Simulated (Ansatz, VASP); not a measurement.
## BeTe: VASP beside Ansatz

```xyz
2
Lattice="0.0000 2.8687 2.8687 2.8687 0.0000 2.8687 2.8687 2.8687 0.0000" Properties=species:S:1:pos:R:3 pbc="T T T"
Be    0.0000    0.0000    0.0000
Te    1.4344    1.4344    1.4344
```

Change from the starting cell: volume scaled by 1.04, crystal datasets.

Alike in both runs: task electric field gradients; functional r2SCAN; k mesh 8 × 8 × 8; occupations fermi-dirac, width 0.02 eV; no spin polarisation.

```csv
,VASP,Ansatz
version,VASP 6.6.1,Ansatz 0.2.0
potentials or method,"VASP PAW PBE potentials, release 64 (Be, Te), cutoff 520 eV","all-electron PAW with datasets made for the crystal, scalar-relativistic"
```

Ansatz gave:

| Property | Result |
| --- | --- |
| gap on the k mesh at the Fermi level (eV) | 2.47 |
| pressure (GPa) | -2.3 |

Which values does VASP return?

gap on the k mesh at the Fermi level (eV): 2.47; pressure (GPa): -2.2.

VASP's potentials were made for PBE, not for r2SCAN. Ansatz ran all-electron here, and VASP with PAW potentials.

Spin-orbit coupling is off throughout.
